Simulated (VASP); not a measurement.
# TiNi (P4/nmm) in VASP: a series of runs

Runs on TiNi. Level: PBEsol. Tasks: single point.

Program: VASP 6.6.1. These are calculated values, not measurements. Logs are shortened: lines on timing, memory, paths and dates and some standing lists are left out, and cuts for length are marked.

### 1 The cell of the first run

Symmetry: P4/nmm, No. 129, tetragonal system. Conventional cell: a = 3.744 Å, b = 3.744 Å, c = 3.562 Å, α = 90.00°, β = 90.00°, γ = 90.00°. Within 3.3 Å of Ti (site symmetry 4mm) lie 8 Ni at 2.54 to 2.63 Å and 4 Ti at 2.65 Å. Ni (site symmetry -4m2) has 8 Ti at 2.54 to 2.63 Å and 4 Ni at 2.65 Å within 3.3 Å.

### 2 Single point, PBEsol, collinear spin, antiferromagnetic start

File INCAR:

```
PREC = Accurate
ENCUT = 520
EDIFF = 1E-6
ISMEAR = -1
SIGMA = 0.1
LREAL = F
LASPH = T
NELM = 150
ALGO = Normal
ISIF = 2
LWAVE = F
LCHARG = T
ISPIN = 2
MAGMOM = 0 0 1.5 -1.5
LORBIT = 11
LMAXMIX = 4
GGA = PS
LELF = T
LVHAR = T
NBANDS = 34
```

File KPOINTS:

```
regular mesh
0
Gamma
  6 6 6
```

File POSCAR:

```
TiNi
1.0
    3.7439252099      0.0000000000      0.0000000000
    0.0000000000      3.7439252099      0.0000000000
    0.0000000000      0.0000000000      3.5620199878
Ti Ni
2 2
Direct
    0.0000000000      0.5000000000      0.4808010000
    0.5000000000      0.0000000000      0.5191990000
    0.5000000000      0.5000000000      0.0000000000
    0.0000000000      0.0000000000      0.0000000000
```

Potentials or basis: VASP PAW PBE potentials, release 64 (Ti_sv, Ni).

Launch:

```console
$ cat potpaw_PBE.64/Ti_sv/POTCAR potpaw_PBE.64/Ni/POTCAR > POTCAR
$ mpirun -np 1 vasp_std > vasp.out
```

OUTCAR:

```text
PREC = Accurate
   ENCUT = 520
   EDIFF = 1E-6
   ISMEAR = -1
   LREAL = F
   LASPH = T
   NELM = 150
   ISIF = 2
   ISPIN = 2
   LORBIT = 11
   GGA = PS

 ion  position               nearest neighbor table
   1  0.000  0.500  0.481-   3 2.54   4 2.54   4 2.54   3 2.54   4 2.63   3 2.63   3 2.63   4 2.63
                             2 2.65   2 2.65   2 2.65   2 2.65
   2  0.500  0.000  0.519-   3 2.54   4 2.54   3 2.54   4 2.54   3 2.63   3 2.63   4 2.63   4 2.63
                             1 2.65   1 2.65   1 2.65   1 2.65
   3  0.500  0.500  0.000-   1 2.54   2 2.54   2 2.54   1 2.54   2 2.63   2 2.63   1 2.63   1 2.63
                             4 2.65   4 2.65   4 2.65   4 2.65
   4  0.000  0.000  0.000-   1 2.54   2 2.54   1 2.54   2 2.54   2 2.63   1 2.63   2 2.63   1 2.63
                             3 2.65   3 2.65   3 2.65   3 2.65

  LATTYP: Found a simple tetragonal cell.
 ALAT       =     3.7439252099
 C/A-ratio  =     0.9514132329

  Lattice vectors:

 A1 = (   3.7439252099,   0.0000000000,   0.0000000000)
 A2 = (   0.0000000000,   3.7439252099,   0.0000000000)
 A3 = (   0.0000000000,   0.0000000000,   3.5620199878)

Analysis of symmetry for initial positions (statically):
=====================================================================
 Subroutine PRICEL returns:
 Original cell was already a primitive cell.

 Routine SETGRP: Setting up the symmetry group for a
 simple tetragonal supercell.

 Subroutine GETGRP returns: Found 16 space group operations
 (whereof  8 operations were pure point group operations)
 out of a pool of 16 trial point group operations.

The static configuration has the point symmetry D_2d.
 The point group associated with its full space group is D_4h.

Analysis of symmetry for dynamics (positions and initial velocities):
=====================================================================
 Subroutine PRICEL returns:
 Original cell was already a primitive cell.

 Routine SETGRP: Setting up the symmetry group for a
 simple tetragonal supercell.

 Subroutine GETGRP returns: Found 16 space group operations
 (whereof  8 operations were pure point group operations)
 out of a pool of 16 trial point group operations.

The dynamic configuration has the point symmetry D_2d.
 The point group associated with its full space group is D_4h.

Analysis of structural, dynamic, and magnetic symmetry:
=====================================================================
 Subroutine PRICEL returns:
 Original cell was already a primitive cell.

 Routine SETGRP: Setting up the symmetry group for a
 simple tetragonal supercell.

 Subroutine GETGRP returns: Found 16 space group operations
 (whereof  8 operations were pure point group operations)
 out of a pool of 16 trial point group operations.

The overall configuration has the point symmetry D_2d.
 The point group associated with its full space group is D_4h.

 Subroutine INISYM returns: Found 16 space group operations
 (whereof  8 operations are pure point group operations),
 and found     1 'primitive' translations

----------------------------------------------------------------------------------------

                                     Primitive cell

  volume of cell :      49.9287

  direct lattice vectors                    reciprocal lattice vectors
     3.743925210  0.000000000  0.000000000     0.267099353  0.000000000  0.000000000
     0.000000000  3.743925210  0.000000000     0.000000000  0.267099353  0.000000000
     0.000000000  0.000000000  3.562019988     0.000000000  0.000000000  0.280739581

  length of vectors
     3.743925210  3.743925210  3.562019988     0.267099353  0.267099353  0.280739581

  position of ions in fractional coordinates (direct lattice)
     0.000000000  0.500000000  0.480801000
     0.500000000  0.000000000  0.519199000
     0.500000000  0.500000000  0.000000000
     0.000000000  0.000000000  0.000000000

  ion indices of the primitive-cell ions
   primitive index   ion index
                 1           1
                 2           2
                 3           3
                 4           4

----------------------------------------------------------------------------------------

 KPOINTS: regular mesh

Automatic generation of k-mesh.
 Grid dimensions read from file:
 generate k-points for:    6    6    6

 Generating k-lattice:

  Cartesian coordinates                     Fractional coordinates (reciprocal lattice)
     0.044516559  0.000000000  0.000000000     0.166666667  0.000000000  0.000000000
     0.000000000  0.044516559  0.000000000     0.000000000  0.166666667  0.000000000
     0.000000000  0.000000000  0.046789930     0.000000000  0.000000000  0.166666667

  Length of vectors
     0.044516559  0.044516559  0.046789930

  Shift w.r.t. Gamma in fractional coordinates (k-lattice)
     0.000000000  0.000000000  0.000000000

 Subroutine IBZKPT returns following result:
 ===========================================

 Found     40 irreducible k-points:

 Following reciprocal coordinates:
            Coordinates               Weight
  0.000000  0.000000  0.000000      1.000000
  0.166667  0.000000  0.000000      4.000000
  0.333333  0.000000  0.000000      4.000000
  0.500000  0.000000  0.000000      2.000000
  0.166667  0.166667  0.000000      4.000000
  0.333333  0.166667  0.000000      8.000000
[... 16 lines left out ...]
  0.333333  0.000000  0.333333      8.000000
  0.500000  0.000000  0.333333      4.000000
 [... further k-points ...]
   k-points           NKPTS =     40   k-points in BZ     NKDIM =     40   number of bands    NBANDS=     34
   number of dos      NEDOS =    301   number of ions     NIONS =      4
   total plane-waves  NPLWV =  21952
   dimension x,y,z NGX =    28 NGY =   28 NGZ =   28
   dimension x,y,z NGXF=    56 NGYF=   56 NGZF=   56
   ions per type =               2   2
   NGX,Y,Z   is equivalent  to a cutoff of  12.43, 12.43, 13.07 a.u.
   NGXF,Y,Z  is equivalent  to a cutoff of  24.87, 24.87, 26.14 a.u.
 SYSTEM =  unknown system
   PREC   = accura    normal or accurate (medium, high low for compatibility)
   ISTART =      0    job   : 0-new  1-cont  2-samecut
   ICHARG =      2    charge: 1-file 2-atom 10-const
   ISPIN  =      2    spin polarized calculation?
   LNONCOLLINEAR =      F non collinear calculations
   LSORBIT =      F    spin-orbit coupling
   LASPH  =      T    aspherical Exc in radial PAW
   ENCUT  =  520.0 eV  38.22 Ry    6.18 a.u.   6.96  6.96  6.62*2*pi/ulx,y,z
   NELM   =    150;   NELMIN=  2; NELMDL= -5     # of ELM steps
   EDIFF  = 0.1E-05   stopping-criterion for ELM
   LREAL  =      F    real-space projection
   EDIFFG = 0.1E-04   stopping-criterion for IOM
   NSW    =      0    number of steps for IOM
   IBRION =     -1    ionic relax: 0-MD 1-quasi-New 2-CG
   NFREE  =      0    steps in history (QN), initial steepest desc. (CG)
   ISIF   =      2    stress and relaxation
   ISYM   =      2    0-nonsym 1-usesym 2-fastsym
   POTIM  = 0.5000    time-step for ionic-motion
   TEBEG  =    0.0;   TEEND  =   0.0 temperature during run
   PSTRESS=    0.0 pullay stress
   NELECT =      44.0000    total number of electrons
   NUPDOWN=      -1.0000    fix difference up-down
   EMIN   =  10.00;   EMAX   =-10.00  energy-range for DOS
   EFERMI =   0.00;   METHOD = LEGACY
   ISMEAR =    -1;   SIGMA  =   0.10  broadening in eV -4-tet -1-fermi 0-gaus
   EFERMI_NEDOS =   21; number of points for ismear=-14 and -15
   IALGO  =     38    algorithm
   IMIX   =      4    mixing-type and parameters
     AMIX     =   0.40;   BMIX     =  1.00
     AMIX_MAG =   1.60;   BMIX_MAG =  1.00
  volume/ion in A,a.u.               =      12.48        84.23
  Fermi-wavevector in a.u.,A,eV,Ry     =   1.569551  2.966022 33.517831  2.463491
  Thomas-Fermi vector in A             =   2.671417
   LORBIT       =     11    0 simple, 1 ext, 2 COOP (PROOUT), +10 PAW based schemes
   GGA     = PS    functional components
   LHFCALC =     F    Hartree Fock is set to
   AEXX    =    0.0000 exact exchange contribution
   IVDW    =     0    specifies the selected vdW correction
   LEPSILON=     F    determine dielectric tensor
   LRPA    =     F    only Hartree local field effects (RPA)
 spin polarized calculation
  energy-cutoff  :      520.00
  volume of cell :       49.93
 maximum number of plane-waves:      1366
 NGX is ok and might be reduce to    28
   NGX = 13   NGY = 13   NGZ = 13

 number of electron      43.9999986 magnetization       0.0000000

 number of electron      43.9999986 magnetization      -0.0000000

 Free energy of the ion-electron system (eV)
  ---------------------------------------------------
  ext. energy  EPLUGINS =         0.00000000
  ---------------------------------------------------
  free energy    TOTEN  =       -30.35355213 eV

  energy without entropy =      -30.18565962  energy(sigma->0) =      -30.26960588

 E-fermi :  10.0908     XC(G=0): -13.0158

 val. band max:       10.0685183743   @ k =   0.3333   0.3333   0.3333
 cond. band min:      10.1011128795   @ k =   0.3333   0.1667   0.0000
 fundamental gap:      0.0325945051
 Fermi energy:        10.0908108475

 spin component 1

 k-point     1 :       0.0000    0.0000    0.0000
  band No.  band energies     occupation
      1     -46.3809      1.00000
      2     -46.1450      1.00000
      3     -23.0003      1.00000
      4     -23.0003      1.00000
      5     -22.7286      1.00000
      6     -22.5360      1.00000
[... 877 lines left out ...]
     33      20.4322      0.00000
     34      20.4322      0.00000

 [... further k-points ...]

 spin component 2

 k-point     1 :       0.0000    0.0000    0.0000
  band No.  band energies     occupation
      1     -46.3809      1.00000
      2     -46.1450      1.00000
      3     -23.0003      1.00000
      4     -23.0003      1.00000
      5     -22.7286      1.00000
      6     -22.5360      1.00000
[... 877 lines left out ...]
     33      20.4322      0.00000
     34      20.4322      0.00000

 [... further k-points ...]
[... 5 lines left out ...]
  --------------------------------------------------------------------------------------
  -------------------------------------------------------------------------------------
  Total        2.1295385      2.1295385      1.0025416      0.0000000      0.0000000      0.0000000
  in kB       68.3353447     68.3353447     32.1708320      0.0000000      0.0000000      0.0000000
  external PRESSURE =      56.2805072 kB  Pullay stress =       0.0000000 kB

 VOLUME and BASIS-vectors are now :
 -----------------------------------------------------------------------------
  energy-cutoff  :      520.00
  volume of cell :       49.93
      direct lattice vectors                 reciprocal lattice vectors
     3.743925210  0.000000000  0.000000000     0.267099353  0.000000000  0.000000000
     0.000000000  3.743925210  0.000000000     0.000000000  0.267099353  0.000000000
     0.000000000  0.000000000  3.562019988     0.000000000  0.000000000  0.280739581

 POSITION                                       TOTAL-FORCE (eV/Angst)
 -----------------------------------------------------------------------------------
      0.00000      1.87196      1.71262        -0.000000      0.000000      0.217003
      1.87196      0.00000      1.84940         0.000000      0.000000     -0.217003
      1.87196      1.87196      0.00000         0.000000     -0.000000     -0.000000
      0.00000      0.00000      0.00000        -0.000000      0.000000     -0.000000
 -----------------------------------------------------------------------------------
    total drift:                                0.000000      0.000000      0.000000

  FREE ENERGIE OF THE ION-ELECTRON SYSTEM (eV)
  ---------------------------------------------------
  free  energy   TOTEN  =       -30.3535521339 eV

  energy  without entropy=      -30.1856596173  energy(sigma->0) =      -30.26960588

 total charge

# of ion       s       p       d       tot
------------------------------------------
    1        2.264   6.167   1.995  10.426
    2        2.264   6.167   1.995  10.426
    3        0.577   0.538   8.330   9.444
    4        0.577   0.538   8.330   9.444
--------------------------------------------------
tot          5.681  13.410  20.650  39.740

 magnetization (x)

# of ion       s       p       d       tot
------------------------------------------
    1        0.000   0.000   0.000   0.000
    2        0.000   0.000   0.000   0.000
    3       -0.000   0.000   0.000   0.000
    4        0.000  -0.000  -0.000  -0.000
--------------------------------------------------
tot          0.000   0.000   0.000   0.000
```

Wall time 4.5 min (1 thread of AMD EPYC 7R13, shared host); peak memory 0.24 GiB.

What came out:

| Property | Result |
| --- | --- |
| Free energy | -30.3536 eV |
| Pressure | 5.6 GPa |
| Largest force | 0.217 eV/Å |
| Band gap on the k mesh | zero (filled and empty bands overlap) |
| Net moment | 0.00 μB per cell |
| Valence electrons inside the program's atomic spheres | Ti 10.43; Ni 9.44 |

Forces on the atoms (eV/Å):
```
Ti   0.000  0.000  0.217
Ti   0.000  0.000 -0.217
Ni   0.000  0.000  0.000
Ni   0.000  0.000  0.000
```

Caveat: the cell stands under pressure; the moments typed at the start vanished in this run; the PAW data sets were made with another functional, which shifts forces and pressure a little.

### 3 Single point, PBEsol, collinear spin, antiferromagnetic start

This run uses another cell than the first one, of 12.75 Å³/atom.

File INCAR:

```
SYSTEM = TiNi
  PREC = Accurate
  ENCUT = 520
  EDIFF = 1E-6
  ISMEAR = -1
  SIGMA = 0.1
  LREAL = .False.
  LASPH = .True.
  NELM = 150
  ALGO = Normal
  ISIF = 2
  LWAVE = .False.
  LCHARG = .False.
  ISPIN = 2
  MAGMOM = 0 0 1.5 -1.5
  LORBIT = 11
  LMAXMIX = 4
  GGA = PS
  NBANDS = 34
```

File KPOINTS:

```
Automatic mesh
0
Gamma
  6 6 6
  0 0 0
```

File POSCAR:

```
TiNi
1.0
    3.7702917491      0.0000000000      0.0000000000
    0.0000000000      3.7702917491      0.0000000000
    0.0000000000      0.0000000000      3.5871054621
Ti Ni
2 2
Direct
    0.0000000000      0.5000000000      0.4808010000
    0.5000000000      0.0000000000      0.5191990000
    0.5000000000      0.5000000000      0.0000000000
    0.0000000000      0.0000000000      0.0000000000
```

Potentials or basis: VASP PAW PBE potentials, release 64 (Ti_sv, Ni).

Launch:

```console
$ cat potpaw_PBE.64/Ti_sv/POTCAR potpaw_PBE.64/Ni/POTCAR > POTCAR
$ mpirun -np 1 vasp_std > vasp.out
```

OUTCAR:

```text
SYSTEM = TiNi
   PREC = Accurate
   ENCUT = 520
   EDIFF = 1E-6
   ISMEAR = -1
   LREAL = .False.
   LASPH = .True.
   NELM = 150
   ISIF = 2
   ISPIN = 2
   LORBIT = 11
   GGA = PS

 ion  position               nearest neighbor table
   1  0.000  0.500  0.481-   3 2.56   4 2.56   4 2.56   3 2.56   4 2.65   3 2.65   3 2.65   4 2.65
                             2 2.67   2 2.67   2 2.67   2 2.67
   2  0.500  0.000  0.519-   3 2.56   4 2.56   3 2.56   4 2.56   3 2.65   3 2.65   4 2.65   4 2.65
                             1 2.67   1 2.67   1 2.67   1 2.67
   3  0.500  0.500  0.000-   1 2.56   2 2.56   2 2.56   1 2.56   2 2.65   2 2.65   1 2.65   1 2.65
                             4 2.67   4 2.67   4 2.67   4 2.67
   4  0.000  0.000  0.000-   1 2.56   2 2.56   1 2.56   2 2.56   2 2.65   1 2.65   2 2.65   1 2.65
                             3 2.67   3 2.67   3 2.67   3 2.67

  LATTYP: Found a simple tetragonal cell.
 ALAT       =     3.7702917491
 C/A-ratio  =     0.9514132329

  Lattice vectors:

 A1 = (   3.7702917491,   0.0000000000,   0.0000000000)
 A2 = (   0.0000000000,   3.7702917491,   0.0000000000)
 A3 = (   0.0000000000,   0.0000000000,   3.5871054621)

Analysis of symmetry for initial positions (statically):
=====================================================================
[... 1990 lines left out ...]
  -------------------------------------------------------------------------------------
  Total        0.9703501      0.9703501     -0.2947245      0.0000000      0.0000000      0.0000000
  in kB       30.4891263     30.4891263     -9.2604652      0.0000000      0.0000000      0.0000000
  external PRESSURE =      17.2392624 kB  Pullay stress =       0.0000000 kB

 VOLUME and BASIS-vectors are now :
 -----------------------------------------------------------------------------
  energy-cutoff  :      520.00
  volume of cell :       50.99
      direct lattice vectors                 reciprocal lattice vectors
     3.770291749  0.000000000  0.000000000     0.265231464  0.000000000  0.000000000
     0.000000000  3.770291749  0.000000000     0.000000000  0.265231464  0.000000000
     0.000000000  0.000000000  3.587105462     0.000000000  0.000000000  0.278776303

 POSITION                                       TOTAL-FORCE (eV/Angst)
 -----------------------------------------------------------------------------------
      0.00000      1.88515      1.72468        -0.000000      0.000000      0.190004
      1.88515      0.00000      1.86242         0.000000      0.000000     -0.190004
      1.88515      1.88515      0.00000         0.000000     -0.000000     -0.000000
      0.00000      0.00000      0.00000        -0.000000      0.000000     -0.000000
 -----------------------------------------------------------------------------------
    total drift:                                0.000000      0.000000      0.000000

  FREE ENERGIE OF THE ION-ELECTRON SYSTEM (eV)
  ---------------------------------------------------
  free  energy   TOTEN  =       -30.3787228648 eV

  energy  without entropy=      -30.2076635340  energy(sigma->0) =      -30.29319320

 total charge

# of ion       s       p       d       tot
------------------------------------------
    1        2.259   6.161   1.973  10.393
    2        2.259   6.161   1.973  10.393
    3        0.567   0.521   8.321   9.409
    4        0.567   0.521   8.321   9.409
--------------------------------------------------
tot          5.653  13.363  20.588  39.603

 magnetization (x)

# of ion       s       p       d       tot
------------------------------------------
    1        0.000   0.000   0.000   0.000
    2        0.000   0.000   0.000   0.000
    3       -0.000   0.000   0.000   0.000
    4        0.000  -0.000  -0.000  -0.000
--------------------------------------------------
tot          0.000   0.000   0.000   0.000
```

It took 4.5 min on 1 thread of AMD EPYC 7R13, shared host; peak memory 0.24 GiB.

Results:

- Free energy: -30.3787 eV
- Pressure: 1.7 GPa
- Largest force: 0.190 eV/Å
- Band gap on the k mesh: zero (filled and empty bands overlap)
- Net moment: 0.00 μB per cell
- Valence electrons inside the program's atomic spheres: Ti 10.39; Ni 9.41

Forces on the atoms (eV/Å):
```
Ti   0.000  0.000  0.190
Ti   0.000  0.000 -0.190
Ni   0.000  0.000  0.000
Ni   0.000  0.000  0.000
```

Stress tensor (GPa, compression positive):
```
 3.05  0.00  0.00
 0.00  3.05  0.00
 0.00  0.00 -0.93
```

Caveat: the moments typed at the start vanished in this run; the PAW data sets were made with another functional, which shifts forces and pressure a little.

The gap in the log of VASP goes by the Fermi energy; the results here count the filled bands.